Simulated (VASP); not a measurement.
# ZnSe (Stilleite) (F-43m) in VASP: settings compared

Aim: see how the results for ZnSe (Stilleite) move with the level of theory and the settings. Levels: LDA, PBEsol. Tasks: single point.

Program: VASP 6.6.1. These are calculated values, not measurements. Logs are shortened: lines on timing, memory, paths and dates and some standing lists are left out, and cuts for length are marked.

**1. The cell of the first run**

The structure is cubic, space group F-43m (No. 216). The conventional cell has a = 5.705 Å, b = 5.705 Å, c = 5.705 Å, α = 90.00°, β = 90.00°, γ = 90.00°. Within 3.3 Å of Se (site symmetry -43m) lie 4 Zn at 2.47 Å. Within 3.3 Å of Zn (site symmetry -43m) lie 4 Se at 2.47 Å.

**2. Single point, LDA (volume scaled by 1.02)**

INCAR reads:

```
PREC     = Accurate       # precision mode
ENCUT    = 520            # plane-wave cutoff, eV
EDIFF    = 1E-7           # SCF threshold, eV
ISMEAR   = -1             # smearing method
SIGMA    = 0.05           # smearing width, eV
LREAL    = False          # projectors in reciprocal space
LASPH    = True           # aspherical terms in the spheres
NELM     = 100            # most SCF steps
ALGO     = Normal         # electronic algorithm
ISIF     = 2              # what is computed and relaxed
LWAVE    = False          # write WAVECAR
LCHARG   = False          # write CHGCAR
NBANDS   = 16             # bands
```

KPOINTS reads:

```
Automatic mesh
0
Gamma
  8 8 8
```

POSCAR reads:

```
ZnSe
1.0
    0.0000000000      2.8525674344      2.8525674344
    2.8525674344      0.0000000000      2.8525674344
    2.8525674344      2.8525674344      0.0000000000
Se Zn
1 1
Direct
    0.7500000000      0.7500000000      0.7500000000
    0.0000000000      0.0000000000      0.0000000000
```

Potentials or basis: VASP PAW LDA potentials, release 64 (Se, Zn).

On the command line:

```
> cat potpaw_LDA.64/Se/POTCAR potpaw_LDA.64/Zn/POTCAR > POTCAR
> mpirun -np 1 vasp_std > vasp.out
```

OUTCAR:

```text
PREC = Accurate
   ENCUT = 520
   EDIFF = 1E-7
   ISMEAR = -1
   LREAL = False
   LASPH = True
   NELM = 100
   ISIF = 2

 ion  position               nearest neighbor table
   1  0.750  0.750  0.750-   2 2.47   2 2.47   2 2.47   2 2.47
   2  0.000  0.000  0.000-   1 2.47   1 2.47   1 2.47   1 2.47

  LATTYP: Found a face centered cubic cell.
 ALAT       =     5.7051348688

  Lattice vectors:

 A1 = (   0.0000000000,   2.8525674344,   2.8525674344)
 A2 = (   2.8525674344,   0.0000000000,   2.8525674344)
 A3 = (   2.8525674344,   2.8525674344,   0.0000000000)

Analysis of symmetry for initial positions (statically):
=====================================================================
 Subroutine PRICEL returns:
 Original cell was already a primitive cell.

 Routine SETGRP: Setting up the symmetry group for a
 face centered cubic supercell.

 Subroutine GETGRP returns: Found 24 space group operations
 (whereof 24 operations were pure point group operations)
 out of a pool of 48 trial point group operations.

The static configuration has the point symmetry T_d .

Analysis of symmetry for dynamics (positions and initial velocities):
=====================================================================
 Subroutine PRICEL returns:
 Original cell was already a primitive cell.

 Routine SETGRP: Setting up the symmetry group for a
 face centered cubic supercell.

 Subroutine GETGRP returns: Found 24 space group operations
 (whereof 24 operations were pure point group operations)
 out of a pool of 48 trial point group operations.

The dynamic configuration has the point symmetry T_d .

 Subroutine INISYM returns: Found 24 space group operations
 (whereof 24 operations are pure point group operations),
 and found     1 'primitive' translations

----------------------------------------------------------------------------------------

                                     Primitive cell

  volume of cell :      46.4235

  direct lattice vectors                    reciprocal lattice vectors
     0.000000000  2.852567434  2.852567434    -0.175280694  0.175280694  0.175280694
     2.852567434  0.000000000  2.852567434     0.175280694 -0.175280694  0.175280694
     2.852567434  2.852567434  0.000000000     0.175280694  0.175280694 -0.175280694

  length of vectors
     4.034139553  4.034139553  4.034139553     0.303595068  0.303595068  0.303595068

  position of ions in fractional coordinates (direct lattice)
     0.750000000  0.750000000  0.750000000
     0.000000000  0.000000000  0.000000000

  ion indices of the primitive-cell ions
   primitive index   ion index
                 1           1
                 2           2

----------------------------------------------------------------------------------------

 KPOINTS: Automatic mesh

Automatic generation of k-mesh.
 Grid dimensions read from file:
 generate k-points for:    8    8    8

 Generating k-lattice:

  Cartesian coordinates                     Fractional coordinates (reciprocal lattice)
    -0.021910087  0.021910087  0.021910087     0.125000000  0.000000000  0.000000000
     0.021910087 -0.021910087  0.021910087     0.000000000  0.125000000  0.000000000
     0.021910087  0.021910087 -0.021910087     0.000000000  0.000000000  0.125000000

  Length of vectors
     0.037949383  0.037949383  0.037949383

  Shift w.r.t. Gamma in fractional coordinates (k-lattice)
     0.000000000  0.000000000  0.000000000

 Subroutine IBZKPT returns following result:
 ===========================================

 Found     29 irreducible k-points:

 Following reciprocal coordinates:
            Coordinates               Weight
  0.000000  0.000000  0.000000      1.000000
  0.125000  0.000000  0.000000      8.000000
  0.250000  0.000000  0.000000      8.000000
  0.375000  0.000000  0.000000      8.000000
  0.500000  0.000000  0.000000      4.000000
  0.125000  0.125000  0.000000      6.000000
[... 16 lines left out ...]
  0.500000  0.250000  0.125000     48.000000
 -0.375000  0.250000  0.125000     24.000000
 [... further k-points ...]
   k-points           NKPTS =     29   k-points in BZ     NKDIM =     29   number of bands    NBANDS=     16
   number of dos      NEDOS =    301   number of ions     NIONS =      2
   total plane-waves  NPLWV =  27000
   dimension x,y,z NGX =    30 NGY =   30 NGZ =   30
   dimension x,y,z NGXF=    60 NGYF=   60 NGZF=   60
   ions per type =               1   1
   NGX,Y,Z   is equivalent  to a cutoff of  12.36, 12.36, 12.36 a.u.
   NGXF,Y,Z  is equivalent  to a cutoff of  24.73, 24.73, 24.73 a.u.
 SYSTEM =  unknown system
   PREC   = accura    normal or accurate (medium, high low for compatibility)
   ISTART =      0    job   : 0-new  1-cont  2-samecut
   ICHARG =      2    charge: 1-file 2-atom 10-const
   ISPIN  =      1    spin polarized calculation?
   LNONCOLLINEAR =      F non collinear calculations
   LSORBIT =      F    spin-orbit coupling
   LASPH  =      T    aspherical Exc in radial PAW
[... 112 lines left out ...]
      6      -4.7760      2.00000
[... 8 lines left out ...]
     15      14.2976      0.00000
     16      14.2976      0.00000

 k-point     6 :       0.1250    0.1250    0.0000
  band No.  band energies     occupation
      1     -11.6995      2.00000
      2      -5.2763      2.00000
      3      -5.2426      2.00000
      4      -5.2426      2.00000
      5      -4.9395      2.00000
      6      -4.9222      2.00000
[... 8 lines left out ...]
     15      12.2340      0.00000
     16      12.9872      0.00000

 k-point     7 :       0.2500    0.1250    0.0000
  band No.  band energies     occupation
      1     -11.4979      2.00000
      2      -5.2571      2.00000
      3      -5.2080      2.00000
      4      -5.2031      2.00000
      5      -4.9445      2.00000
      6      -4.9163      2.00000
[... 8 lines left out ...]
     15      12.8094      0.00000
     16      13.1511      0.00000

 k-point     8 :       0.3750    0.1250    0.0000
  band No.  band energies     occupation
      1     -11.2213      2.00000
      2      -5.2075      2.00000
      3      -5.1776      2.00000
      4      -5.0945      2.00000
      5      -4.9249      2.00000
      6      -4.9095      2.00000
[... 8 lines left out ...]
     15      12.8545      0.00000
     16      13.5274      0.00000

 k-point     9 :       0.5000    0.1250    0.0000
  band No.  band energies     occupation
      1     -11.0351      2.00000
      2      -5.1872      2.00000
      3      -5.1672      2.00000
      4      -4.9490      2.00000
      5      -4.9099      2.00000
      6      -4.7890      2.00000
[... 8 lines left out ...]
     15      13.4999      0.00000
     16      14.3180      0.00000
[... 172 lines left out ...]
 k-point    19 :       0.5000    0.3750    0.0000
  band No.  band energies     occupation
      1     -10.8536      2.00000
      2      -5.2081      2.00000
      3      -5.0576      2.00000
      4      -5.0423      2.00000
      5      -4.8916      2.00000
      6      -4.7693      2.00000
[... 8 lines left out ...]
     15      14.8575      0.00000
     16      15.3879      0.00000

 k-point    20 :      -0.3750    0.3750    0.0000
  band No.  band energies     occupation
      1     -10.8310      2.00000
      2      -5.1813      2.00000
      3      -5.0759      2.00000
      4      -4.9984      2.00000
      5      -4.9087      2.00000
      6      -4.6747      2.00000
[... 8 lines left out ...]
     15      13.2292      0.00000
     16      16.3483      0.00000

 k-point    21 :       0.5000    0.5000    0.0000
  band No.  band energies     occupation
      1     -10.8116      2.00000
      2      -5.2254      2.00000
      3      -5.0358      2.00000
      4      -5.0358      2.00000
      5      -4.8835      2.00000
      6      -4.7553      2.00000
[... 8 lines left out ...]
     15      15.2641      0.00000
     16      15.6263      0.00000

 k-point    22 :       0.3750    0.2500    0.1250
  band No.  band energies     occupation
      1     -11.2823      2.00000
      2      -5.2240      2.00000
      3      -5.1749      2.00000
      4      -5.1454      2.00000
      5      -4.9418      2.00000
      6      -4.9055      2.00000
[... 8 lines left out ...]
     15      13.4439      0.00000
     16      14.4676      0.00000

 k-point    23 :       0.5000    0.2500    0.1250
  band No.  band energies     occupation
      1     -11.0468      2.00000
      2      -5.1790      2.00000
      3      -5.1522      2.00000
      4      -5.0236      2.00000
      5      -4.9169      2.00000
      6      -4.8615      2.00000
[... 8 lines left out ...]
     15      13.6845      0.00000
     16      14.7794      0.00000

 k-point    24 :      -0.3750    0.2500    0.1250
  band No.  band energies     occupation
      1     -10.9424      2.00000
      2      -5.1725      2.00000
      3      -5.1391      2.00000
      4      -4.9577      2.00000
      5      -4.9218      2.00000
      6      -4.7256      2.00000
[... 8 lines left out ...]
     15      13.8636      0.00000
     16      14.6562      0.00000

 [... further k-points ...]

------------------------ aborting loop because EDIFF is reached ----------------------------------------

  FORCE on cell =-STRESS in cart. coord.  units (eV):
  Direction    XX          YY          ZZ          XY          YZ          ZX
  --------------------------------------------------------------------------------------
  -------------------------------------------------------------------------------------
  Total       -1.2089155     -1.2089155     -1.2089155      0.0000000      0.0000000     -0.0000000
  in kB      -41.7223525    -41.7223525    -41.7223525      0.0000000      0.0000000     -0.0000000
  external PRESSURE =     -41.7223525 kB  Pullay stress =       0.0000000 kB

 VOLUME and BASIS-vectors are now :
 -----------------------------------------------------------------------------
  energy-cutoff  :      520.00
  volume of cell :       46.42
      direct lattice vectors                 reciprocal lattice vectors
     0.000000000  2.852567434  2.852567434    -0.175280694  0.175280694  0.175280694
     2.852567434  0.000000000  2.852567434     0.175280694 -0.175280694  0.175280694
     2.852567434  2.852567434  0.000000000     0.175280694  0.175280694 -0.175280694

 POSITION                                       TOTAL-FORCE (eV/Angst)
 -----------------------------------------------------------------------------------
      4.27885      4.27885      4.27885         0.000000      0.000000      0.000000
      0.00000      0.00000      0.00000        -0.000000     -0.000000     -0.000000
 -----------------------------------------------------------------------------------
    total drift:                                0.000001      0.000001      0.000001

  FREE ENERGIE OF THE ION-ELECTRON SYSTEM (eV)
  ---------------------------------------------------
  free  energy   TOTEN  =        -7.3297736045 eV

  energy  without entropy=       -7.3297731547  energy(sigma->0) =       -7.32977338
```

It took 35 s on 1 thread of Intel Xeon 8259CL, shared host; peak memory 0.15 GiB.

Results:

* Free energy: -7.3298 eV
* Pressure: -4.2 GPa
* Band gap on the k mesh: 0.99 eV, direct

Levels at points of the mesh, in eV from the valence-band top:
```csv
k point,band 5,band 6,band 7,band 8,band 9,band 10,band 11,band 12,band 13,band 14
"(0.00, 0.00, 0.00)",-6.26,-6.26,0.00,0.00,0.00,0.99,5.71,5.71,5.71,9.56
"(0.50, 0.00, 0.00)",-6.25,-6.11,-5.17,-0.85,-0.85,2.34,6.29,6.29,8.29,10.63
"(0.50, 0.50, 0.00)",-6.22,-6.09,-4.74,-2.13,-2.13,2.85,3.32,10.37,10.95,10.95
```

**3. Single point, LDA (volume scaled by 1.04)**

INCAR reads:

```
SYSTEM = ZnSe
PREC = Accurate
ENCUT = 520
EDIFF = 1E-7
ISMEAR = -1
SIGMA = 0.05
LREAL = .FALSE.
LASPH = .TRUE.
NELM = 60
ALGO = Normal
ISIF = 2
LWAVE = .FALSE.
LCHARG = .FALSE.
GGA = CA
NBANDS = 16
```

KPOINTS reads:

```
regular mesh
0
G
  8 8 8
  0 0 0
```

POSCAR reads:

```
ZnSe
1.0
    0.0000000000      2.8710911185      2.8710911185
    2.8710911185      0.0000000000      2.8710911185
    2.8710911185      2.8710911185      0.0000000000
Se Zn
1 1
Direct
    0.7500000000      0.7500000000      0.7500000000
    0.0000000000      0.0000000000      0.0000000000
```

Potentials or basis: VASP PAW LDA potentials, release 64 (Se, Zn).

On the command line:

```
> cat potpaw_LDA.64/Se/POTCAR potpaw_LDA.64/Zn/POTCAR > POTCAR
> mpirun -np 1 vasp_std > vasp.out
```

It took 34 s on 1 thread of Intel Xeon 8259CL, shared host; peak memory 0.16 GiB.

The run converged. Its results:

| Item | Value |
| --- | --- |
| Free energy | -7.3033 eV |
| Pressure | -5.1 GPa |
| Band gap on the k mesh | 0.91 eV, direct |

Levels at points of the mesh, in eV from the valence-band top:
```tsv
k point	band 5	band 6	band 7	band 8	band 9	band 10	band 11	band 12	band 13	band 14
(0.00, 0.00, 0.00)	-6.22	-6.22	0.00	0.00	0.00	0.91	5.71	5.71	5.71	9.49
(0.50, 0.00, 0.00)	-6.20	-6.07	-5.05	-0.82	-0.82	2.30	6.29	6.29	8.23	10.54
(0.50, 0.50, 0.00)	-6.17	-6.05	-4.66	-2.07	-2.07	2.89	3.32	10.23	10.82	10.82
```

**4. Single point, LDA (volume scaled by 1.06)**

INCAR reads:

```
PREC     = Accurate       # precision mode
ENCUT    = 520            # plane-wave cutoff, eV
EDIFF    = 1E-7           # SCF threshold, eV
ISMEAR   = -1             # smearing method
SIGMA    = 0.05           # smearing width, eV
LREAL    = False          # projectors in reciprocal space
LASPH    = True           # aspherical terms in the spheres
NELM     = 60             # most SCF steps
ALGO     = Normal         # electronic algorithm
ISIF     = 2              # what is computed and relaxed
LWAVE    = False          # write WAVECAR
LCHARG   = True           # write CHGCAR
GGA      = CA             # functional
LELF     = True           # ELF
LVHAR    = True         
NBANDS   = 16             # bands
```

KPOINTS reads:

```
Automatic mesh
0
Gamma
  8 8 8
```

POSCAR reads:

```
ZnSe
1.0
    0.0000000000      2.8893788162      2.8893788162
    2.8893788162      0.0000000000      2.8893788162
    2.8893788162      2.8893788162      0.0000000000
Se Zn
1 1
Direct
    0.7500000000      0.7500000000      0.7500000000
    0.0000000000      0.0000000000      0.0000000000
```

On the command line:

```
> cat potpaw_LDA.64/Se/POTCAR potpaw_LDA.64/Zn/POTCAR > POTCAR
> mpirun -np 1 vasp_std > vasp.out
```

Run time: 36 s. Hardware: 1 thread of Intel Xeon 8259CL, shared host; peak memory 0.15 GiB.

It converged, with:

| Item | Value |
| --- | --- |
| Free energy | -7.2718 eV |
| Pressure | -6.0 GPa |
| Band gap on the k mesh | 0.84 eV, direct |

Levels at points of the mesh, in eV from the valence-band top:
| k point | band 5 | band 6 | band 7 | band 8 | band 9 | band 10 | band 11 | band 12 | band 13 | band 14 |
| --- | --- | --- | --- | --- | --- | --- | --- | --- | --- | --- |
| (0.00, 0.00, 0.00) | -6.17 | -6.17 | 0.00 | 0.00 | 0.00 | 0.84 | 5.71 | 5.71 | 5.71 | 9.41 |
| (0.50, 0.00, 0.00) | -6.16 | -6.03 | -4.93 | -0.79 | -0.79 | 2.27 | 6.28 | 6.28 | 8.17 | 10.45 |
| (0.50, 0.50, 0.00) | -6.13 | -6.01 | -4.58 | -2.00 | -2.00 | 2.93 | 3.31 | 10.10 | 10.69 | 10.69 |

**5. Single point, PBEsol (volume scaled by 1.04)**

INCAR reads:

```
SYSTEM = ZnSe
PREC = Accurate
ENCUT = 520
EDIFF = 1E-6
ISMEAR = -1
SIGMA = 0.05
LREAL = .False.
LASPH = .True.
NELM = 60
ALGO = Normal
ISIF = 2
LWAVE = .False.
LCHARG = .False.
GGA = PS
NBANDS = 16
```

KPOINTS reads:

```
Automatic mesh
0
Gamma
  8 8 8
  0 0 0
```

POSCAR reads:

```
ZnSe
1.0
    0.0000000000      2.8710911185      2.8710911185
    2.8710911185      0.0000000000      2.8710911185
    2.8710911185      2.8710911185      0.0000000000
Se Zn
1 1
Direct
    0.7500000000      0.7500000000      0.7500000000
    0.0000000000      0.0000000000      0.0000000000
```

Potentials or basis: VASP PAW PBE potentials, release 64 (Se, Zn).

On the command line:

```
> cat potpaw_PBE.64/Se/POTCAR potpaw_PBE.64/Zn/POTCAR > POTCAR
> mpirun -np 1 vasp_std > vasp.out
```

Wall time 32 s (1 thread of Intel Xeon 8259CL, shared host); peak memory 0.18 GiB.

Results (log left out):

* Free energy: -6.7487 eV
* Pressure: -3.1 GPa
* Band gap on the k mesh: 1.02 eV, direct

Levels at points of the mesh, in eV from the valence-band top:
```
           k point  band 6  band 7  band 8  band 9  band 10  band 11  band 12  band 13
(0.00, 0.00, 0.00)   -6.08    0.00    0.00    0.00     1.02     5.74     5.74     5.74
(0.50, 0.00, 0.00)   -5.94   -5.04   -0.82   -0.82     2.38     6.31     6.31     8.29
(0.50, 0.50, 0.00)   -5.92   -4.62   -2.07   -2.07     2.93     3.37    10.32    10.90
```

Caveat: the PAW data sets were made with another functional, which shifts forces and pressure a little.

**6. Overview**

```csv
level,potentials or basis,cell,gap on the mesh (eV),pressure (GPa)
LDA,"VASP PAW LDA potentials, release 64 (Se, Zn)","a = 4.034 Å, angles 60.0°, 2 atoms",0.99,-4.2
LDA,"VASP PAW LDA potentials, release 64 (Se, Zn)","a = 4.060 Å, angles 60.0°, 2 atoms",0.91,-5.1
LDA,"VASP PAW LDA potentials, release 64 (Se, Zn)","a = 4.086 Å, angles 60.0°, 2 atoms",0.84,-6.0
PBEsol,"VASP PAW PBE potentials, release 64 (Se, Zn)","a = 4.060 Å, angles 60.0°, 2 atoms",1.02,-3.1
```

Alike in all rows: task single point; no spin polarisation; k mesh 8 × 8 × 8; cutoff (eV) 520; smearing fermi-dirac 0.05 eV.

Caveats: the PAW data sets were made with another functional, which shifts forces and pressure a little (some runs).

Total energies depend on the potentials used, so only differences within one code and one set of settings carry meaning.
